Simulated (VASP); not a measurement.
# WC (Qusongite) (P-6m2) in VASP: notebook

Runs on WC (Qusongite). Level: PBE. Tasks: single point.

All numbers are computed with VASP 6.6.1; they aren't measurements. Logs are shortened: lines on timing, memory, paths and dates and some standing lists are left out, and cuts for length are marked.

## (1) The cell of the first run

The structure is hexagonal, space group P-6m2 (No. 187). The conventional cell has a = 2.827 Å, b = 2.827 Å, c = 2.759 Å, α = 90.00°, β = 90.00°, γ = 120.00°. W (site symmetry -6m2) has 6 C at 2.14 Å and 2 W at 2.76 Å within 2.8 Å. C (site symmetry -6m2) has 6 W at 2.14 Å and 2 C at 2.76 Å within 2.8 Å.

## (2) Single point, PBE

Contents of INCAR:

```
SYSTEM = WC
PREC = Accurate
ENCUT = 520
EDIFF = 1E-6
ISMEAR = 1
SIGMA = 0.1
LREAL = .FALSE.
LASPH = .TRUE.
NELM = 80
ALGO = Normal
ISIF = 2
LWAVE = .FALSE.
LCHARG = .FALSE.
GGA = PE
NBANDS = 16
```

Contents of KPOINTS:

```
Automatic mesh
0
G
  11 11 9
  0 0 0
```

Contents of POSCAR:

```
WC
1.0
    2.8268294234      0.0000000000      0.0000000000
   -1.4134147117      2.4481062522      0.0000000000
    0.0000000000      0.0000000000      2.7588454645
W C
1 1
Direct
    0.0000000000      0.0000000000      0.0000000000
    0.6666666667      0.3333333333      0.5000000000
```

Potentials or basis: VASP PAW PBE potentials, release 64 (W_sv, C).

Command:

```sh
$ cat potpaw_PBE.64/W_sv/POTCAR potpaw_PBE.64/C/POTCAR > POTCAR
$ mpirun -np 1 vasp_std > vasp.out
```

OUTCAR:

```text
SYSTEM = WC
   PREC = Accurate
   ENCUT = 520
   EDIFF = 1E-6
   ISMEAR = 1
   LREAL = .FALSE.
   LASPH = .TRUE.
   NELM = 80
   ISIF = 2
   GGA = PE

 ion  position               nearest neighbor table
   1  0.000  0.000  0.000-   2 2.14   2 2.14   2 2.14   2 2.14   2 2.14   2 2.14
   2  0.667  0.333  0.500-   1 2.14   1 2.14   1 2.14   1 2.14   1 2.14   1 2.14

  LATTYP: Found a hexagonal cell.
 ALAT       =     2.8268294234
 C/A-ratio  =     0.9759504559

  Lattice vectors:

 A1 = (   2.8268294234,   0.0000000000,   0.0000000000)
 A2 = (  -1.4134147117,   2.4481062522,   0.0000000000)
 A3 = (   0.0000000000,   0.0000000000,   2.7588454645)

Analysis of symmetry for initial positions (statically):
=====================================================================
 Subroutine PRICEL returns:
 Original cell was already a primitive cell.

 Routine SETGRP: Setting up the symmetry group for a
 hexagonal supercell.

 Subroutine GETGRP returns: Found 12 space group operations
 (whereof 12 operations were pure point group operations)
 out of a pool of 24 trial point group operations.

The static configuration has the point symmetry D_3h.

Analysis of symmetry for dynamics (positions and initial velocities):
=====================================================================
 Subroutine PRICEL returns:
 Original cell was already a primitive cell.

 Routine SETGRP: Setting up the symmetry group for a
 hexagonal supercell.

 Subroutine GETGRP returns: Found 12 space group operations
 (whereof 12 operations were pure point group operations)
 out of a pool of 24 trial point group operations.

The dynamic configuration has the point symmetry D_3h.

 Subroutine INISYM returns: Found 12 space group operations
 (whereof 12 operations are pure point group operations),
 and found     1 'primitive' translations

----------------------------------------------------------------------------------------

                                     Primitive cell

  volume of cell :      19.0923

  direct lattice vectors                    reciprocal lattice vectors
     2.826829423  0.000000000  0.000000000     0.353753216  0.204239501  0.000000000
    -1.413414712  2.448106252  0.000000000     0.000000000  0.408479003  0.000000000
     0.000000000  0.000000000  2.758845464     0.000000000  0.000000000  0.362470466

  length of vectors
     2.826829423  2.826829561  2.758845464     0.408479022  0.408479003  0.362470466

  position of ions in fractional coordinates (direct lattice)
     0.000000000  0.000000000  0.000000000
     0.666666667  0.333333333  0.500000000

  ion indices of the primitive-cell ions
   primitive index   ion index
                 1           1
                 2           2

----------------------------------------------------------------------------------------

 KPOINTS: Automatic mesh

Automatic generation of k-mesh.
 Grid dimensions read from file:
 generate k-points for:   11   11    9

 Generating k-lattice:

  Cartesian coordinates                     Fractional coordinates (reciprocal lattice)
     0.032159383  0.018567227  0.000000000     0.090909091  0.000000000  0.000000000
     0.000000000  0.037134455  0.000000000     0.000000000  0.090909091  0.000000000
     0.000000000  0.000000000  0.040274496     0.000000000  0.000000000  0.111111111

  Length of vectors
     0.037134457  0.037134455  0.040274496

  Shift w.r.t. Gamma in fractional coordinates (k-lattice)
     0.000000000  0.000000000  0.000000000

 Subroutine IBZKPT returns following result:
 ===========================================

 Found     80 irreducible k-points:

 Following reciprocal coordinates:
            Coordinates               Weight
  0.000000  0.000000  0.000000      1.000000
  0.090909  0.000000  0.000000      6.000000
  0.181818 -0.000000  0.000000      6.000000
  0.272727  0.000000  0.000000      6.000000
  0.363636 -0.000000  0.000000      6.000000
  0.454545 -0.000000  0.000000      6.000000
[... 16 lines left out ...]
  0.090909  0.090909  0.111111     12.000000
  0.181818  0.090909  0.111111     24.000000
 [... further k-points ...]
   k-points           NKPTS =     80   k-points in BZ     NKDIM =     80   number of bands    NBANDS=     16
   number of dos      NEDOS =    301   number of ions     NIONS =      2
   total plane-waves  NPLWV =  13824
   dimension x,y,z NGX =    24 NGY =   24 NGZ =   24
   dimension x,y,z NGXF=    48 NGYF=   48 NGZF=   48
   ions per type =               1   1
   NGX,Y,Z   is equivalent  to a cutoff of  14.11, 14.11, 14.46 a.u.
   NGXF,Y,Z  is equivalent  to a cutoff of  28.23, 28.23, 28.92 a.u.
 SYSTEM =  WC
   PREC   = accura    normal or accurate (medium, high low for compatibility)
   ISTART =      0    job   : 0-new  1-cont  2-samecut
   ICHARG =      2    charge: 1-file 2-atom 10-const
   ISPIN  =      1    spin polarized calculation?
   LNONCOLLINEAR =      F non collinear calculations
   LSORBIT =      F    spin-orbit coupling
   LASPH  =      T    aspherical Exc in radial PAW
   ENCUT  =  520.0 eV  38.22 Ry    6.18 a.u.   5.26  5.26  5.13*2*pi/ulx,y,z
   NELM   =     80;   NELMIN=  2; NELMDL= -5     # of ELM steps
   EDIFF  = 0.1E-05   stopping-criterion for ELM
   LREAL  =      F    real-space projection
   EDIFFG = 0.1E-04   stopping-criterion for IOM
   NSW    =      0    number of steps for IOM
   IBRION =     -1    ionic relax: 0-MD 1-quasi-New 2-CG
   NFREE  =      0    steps in history (QN), initial steepest desc. (CG)
   ISIF   =      2    stress and relaxation
   ISYM   =      2    0-nonsym 1-usesym 2-fastsym
   POTIM  = 0.5000    time-step for ionic-motion
   TEBEG  =    0.0;   TEEND  =   0.0 temperature during run
   PSTRESS=    0.0 pullay stress
   NELECT =      18.0000    total number of electrons
   NUPDOWN=      -1.0000    fix difference up-down
   EMIN   =  10.00;   EMAX   =-10.00  energy-range for DOS
   EFERMI =   0.00;   METHOD = LEGACY
   ISMEAR =     1;   SIGMA  =   0.10  broadening in eV -4-tet -1-fermi 0-gaus
   EFERMI_NEDOS =   21; number of points for ismear=-14 and -15
   IALGO  =     38    algorithm
   IMIX   =      4    mixing-type and parameters
     AMIX     =   0.40;   BMIX     =  1.00
     AMIX_MAG =   1.60;   BMIX_MAG =  1.00
  volume/ion in A,a.u.               =       9.55        64.42
  Fermi-wavevector in a.u.,A,eV,Ry     =   1.605264  3.033510 35.060498  2.576874
  Thomas-Fermi vector in A             =   2.701638
   LORBIT       =      0    0 simple, 1 ext, 2 COOP (PROOUT), +10 PAW based schemes
   GGA     = PE    functional components
   LHFCALC =     F    Hartree Fock is set to
   AEXX    =    0.0000 exact exchange contribution
   IVDW    =     0    specifies the selected vdW correction
   LEPSILON=     F    determine dielectric tensor
   LRPA    =     F    only Hartree local field effects (RPA)
 non-spin polarized calculation
 Methfessel and Paxton  Order N= 1 SIGMA  =   0.10
  energy-cutoff  :      520.00
  volume of cell :       19.09
 maximum number of plane-waves:       527
 NGX is ok and might be reduce to    24
   NGX = 11   NGY = 11   NGZ = 11

 number of electron      18.0000001 magnetization

 Free energy of the ion-electron system (eV)
  ---------------------------------------------------
  ext. energy  EPLUGINS =         0.00000000
  ---------------------------------------------------
  free energy    TOTEN  =       -22.17378927 eV

  energy without entropy =      -22.17393475  energy(sigma->0) =      -22.17383776

 E-fermi :  12.3968     XC(G=0): -14.2696

 val. band max:       12.3904972598   @ k =   0.4545   0.0909   0.4444
 cond. band min:      12.4122061685   @ k =   0.0000   0.0000   0.1111
 fundamental gap:      0.0217089087
 Fermi energy:        12.3968055615

 k-point     1 :       0.0000    0.0000    0.0000
  band No.  band energies     occupation
      1     -61.5167      2.00000
      2     -25.4897      2.00000
      3     -25.3597      2.00000
      4     -25.3597      2.00000
      5      -2.7861      2.00000
      6       7.4987      2.00000
[... 8 lines left out ...]
     15      27.5697      0.00000
     16      29.8314      0.00000

 k-point     2 :       0.0909    0.0000    0.0000
  band No.  band energies     occupation
      1     -61.5099      2.00000
      2     -25.4776      2.00000
      3     -25.4526      2.00000
      4     -25.3803      2.00000
      5      -2.5439      2.00000
      6       7.5561      2.00000
[... 8 lines left out ...]
     15      27.0473      0.00000
     16      30.3304      0.00000

 k-point     3 :       0.1818   -0.0000    0.0000
  band No.  band energies     occupation
      1     -61.4916      2.00000
      2     -25.6960      2.00000
      3     -25.4451      2.00000
      4     -25.4352      2.00000
      5      -1.8739      2.00000
      6       7.0145      2.00000
[... 8 lines left out ...]
     15      26.6455      0.00000
     16      31.6772      0.00000

 k-point     4 :       0.2727    0.0000    0.0000
  band No.  band energies     occupation
      1     -61.4675      2.00000
      2     -26.0028      2.00000
      3     -25.5063      2.00000
      4     -25.4022      2.00000
      5      -0.9310      2.00000
      6       6.0921      2.00000
[... 8 lines left out ...]
     15      27.2823      0.00000
     16      31.4796      0.00000

 k-point     5 :       0.3636   -0.0000    0.0000
  band No.  band energies     occupation
      1     -61.4454      2.00000
      2     -26.2739      2.00000
      3     -25.5708      2.00000
      4     -25.3624      2.00000
      5       0.0476      2.00000
      6       5.3539      2.00000
[... 8 lines left out ...]
     15      28.1037      0.00000
     16      29.9474      0.00000

 k-point     6 :       0.4545   -0.0000    0.0000
  band No.  band energies     occupation
      1     -61.4322      2.00000
      2     -26.4306      2.00000
      3     -25.6088      2.00000
      4     -25.3387      2.00000
      5       0.7193      2.00000
      6       4.9539      2.00000
[... 8 lines left out ...]
     15      26.4584      0.00000
     16      31.3466      0.00000

 k-point     7 :       0.0909    0.0909    0.0000
  band No.  band energies     occupation
      1     -61.4973      2.00000
      2     -25.6149      2.00000
      3     -25.4553      2.00000
      4     -25.4239      2.00000
      5      -2.0867      2.00000
      6       7.2609      2.00000
[... 8 lines left out ...]
     15      26.7034      0.00000
     16      31.0914      0.00000

 k-point     8 :       0.1818    0.0909    0.0000
  band No.  band energies     occupation
      1     -61.4761      2.00000
      2     -25.8756      2.00000
      3     -25.5012      2.00000
      4     -25.4176      2.00000
      5      -1.2717      2.00000
      6       6.4516      2.00000
[... 8 lines left out ...]
     15      26.8707      0.00000
     16      31.3176      0.00000

 k-point     9 :       0.2727    0.0909    0.0000
  band No.  band energies     occupation
      1     -61.4530      2.00000
      2     -26.1485      2.00000
      3     -25.5848      2.00000
      4     -25.3762      2.00000
      5      -0.2846      2.00000
      6       5.6632      2.00000
[... 8 lines left out ...]
     15      28.0962      0.00000
     16      30.2745      0.00000
[... 172 lines left out ...]
 k-point    19 :       0.1818   -0.0000    0.1111
  band No.  band energies     occupation
      1     -61.4846      2.00000
      2     -25.6848      2.00000
      3     -25.5634      2.00000
      4     -25.4240      2.00000
      5      -1.5801      2.00000
      6       7.1413      2.00000
[... 8 lines left out ...]
     15      26.3226      0.00000
     16      31.4157      0.00000

 k-point    20 :       0.2727    0.0000    0.1111
  band No.  band energies     occupation
      1     -61.4607      2.00000
      2     -25.9879      2.00000
      3     -25.5187      2.00000
      4     -25.4945      2.00000
      5      -0.6971      2.00000
      6       6.1637      2.00000
[... 8 lines left out ...]
     15      26.6723      0.00000
     16      30.9438      0.00000

 k-point    21 :       0.3636   -0.0000    0.1111
  band No.  band energies     occupation
      1     -61.4386      2.00000
      2     -26.2570      2.00000
      3     -25.5584      2.00000
      4     -25.4763      2.00000
      5       0.2055      2.00000
      6       5.3132      2.00000
[... 8 lines left out ...]
     15      27.3813      0.00000
     16      30.0473      0.00000

 k-point    22 :       0.4545   -0.0000    0.1111
  band No.  band energies     occupation
      1     -61.4255      2.00000
      2     -26.4125      2.00000
      3     -25.5961      2.00000
      4     -25.4509      2.00000
      5       0.8228      2.00000
      6       4.7982      2.00000
[... 8 lines left out ...]
     15      26.4757      0.00000
     16      31.1029      0.00000

 k-point    23 :       0.0909    0.0909    0.1111
  band No.  band energies     occupation
      1     -61.4904      2.00000
      2     -25.6088      2.00000
      3     -25.5699      2.00000
      4     -25.4127      2.00000
      5      -1.7814      2.00000
      6       7.4086      2.00000
[... 8 lines left out ...]
     15      26.4813      0.00000
     16      30.7027      0.00000

 k-point    24 :       0.1818    0.0909    0.1111
  band No.  band energies     occupation
      1     -61.4693      2.00000
      2     -25.8619      2.00000
      3     -25.5350      2.00000
      4     -25.4893      2.00000
      5      -1.0148      2.00000
      6       6.6168      2.00000
[... 8 lines left out ...]
     15      26.3311      0.00000
     16      31.0673      0.00000

 [... further k-points ...]

------------------------ aborting loop because EDIFF is reached ----------------------------------------

  FORCE on cell =-STRESS in cart. coord.  units (eV):
  Direction    XX          YY          ZZ          XY          YZ          ZX
  --------------------------------------------------------------------------------------
  -------------------------------------------------------------------------------------
  Total        5.5102544      5.5102551      6.0560130      0.0000000      0.0000000      0.0000000
  in kB      462.4076304    462.4076906    508.2064111      0.0000000      0.0000000      0.0000000
  external PRESSURE =     477.6739107 kB  Pullay stress =       0.0000000 kB

 VOLUME and BASIS-vectors are now :
 -----------------------------------------------------------------------------
  energy-cutoff  :      520.00
  volume of cell :       19.09
      direct lattice vectors                 reciprocal lattice vectors
     2.826829423  0.000000000  0.000000000     0.353753216  0.204239501  0.000000000
    -1.413414712  2.448106252  0.000000000     0.000000000  0.408479003  0.000000000
     0.000000000  0.000000000  2.758845464     0.000000000  0.000000000  0.362470466

 POSITION                                       TOTAL-FORCE (eV/Angst)
 -----------------------------------------------------------------------------------
      0.00000      0.00000      0.00000         0.000000      0.000000      0.000000
      1.41341      0.81604      1.37942        -0.000000     -0.000000      0.000000
 -----------------------------------------------------------------------------------
    total drift:                               -0.000000      0.000001      0.000000

  FREE ENERGIE OF THE ION-ELECTRON SYSTEM (eV)
  ---------------------------------------------------
  free  energy   TOTEN  =       -22.1737892680 eV

  energy  without entropy=      -22.1739347491  energy(sigma->0) =      -22.17383776
```

Wall time 7.8 s (1 thread of Intel Xeon 6975P-C (Granite Rapids), shared host); peak memory 0.15 GiB.

Results:

| Quantity | Value |
| --- | --- |
| Free energy | -22.1738 eV |
| Pressure | 47.8 GPa |
| Band gap on the k mesh | zero (band 9 reaches 13.00 eV, above the bottom of band 10 at 11.67 eV) |

Levels at points of the mesh, in eV from the Fermi level:
| k point | band 7 | band 8 | band 9 | band 10 | band 11 | band 12 |
| --- | --- | --- | --- | --- | --- | --- |
| (0.00, 0.00, 0.00) | -3.79 | -3.79 | 0.03 | 3.56 | 3.56 | 6.02 |

Caveat: spin-orbit coupling is left out, which moves the levels of the heavy elements.

## (3) Single point, PBE

This run uses another cell than the first one, of 9.82 Å³/atom, 1.029 times its volume.

Contents of INCAR:

```
  ALGO = Normal
  EDIFF = 1E-7
  ENCUT = 520
  GGA = PE
  ISIF = 2
  ISMEAR = 1
  LASPH = True
  LCHARG = False
  LREAL = False
  LWAVE = False
  NBANDS = 16
  NELM = 80
  PREC = Accurate
  SIGMA = 0.1
```

Contents of KPOINTS:

```
k-points
0
Gamma
  11 11 9
```

Contents of POSCAR:

```
WC
1.0
    2.8538820664      0.0000000000      0.0000000000
   -1.4269410332      2.4715345299      0.0000000000
    0.0000000000      0.0000000000      2.7852475037
W C
1 1
Direct
    0.0000000000      0.0000000000      0.0000000000
    0.6666666667      0.3333333333      0.5000000000
```

Potentials or basis: VASP PAW PBE potentials, release 64 (W_sv, C).

Command:

```sh
$ cat potpaw_PBE.64/W_sv/POTCAR potpaw_PBE.64/C/POTCAR > POTCAR
$ mpirun -np 1 vasp_std > vasp.out
```

Wall time 8.3 s (1 thread of Intel Xeon 6975P-C (Granite Rapids), shared host); peak memory 0.15 GiB.

The run converged. Its results:

```
Free energy            : -22.3115 eV
Pressure               : 32.1 GPa
Band gap on the k mesh : zero (band 9 reaches 12.56 eV, above the bottom of band 10 at 11.27 eV)
```

Stress tensor (GPa, compression positive):
```
31.31  0.00  0.00
 0.00 31.31  0.00
 0.00  0.00 33.69
```

Levels at points of the mesh, in eV from the Fermi level:
```tsv
k point	band 7	band 8	band 9	band 10	band 11	band 12
(0.00, 0.00, 0.00)	-3.62	-3.62	0.05	3.45	3.45	5.89
```

Caveat: spin-orbit coupling is left out, which moves the levels of the heavy elements.

(Continued in part 2 of 2.)
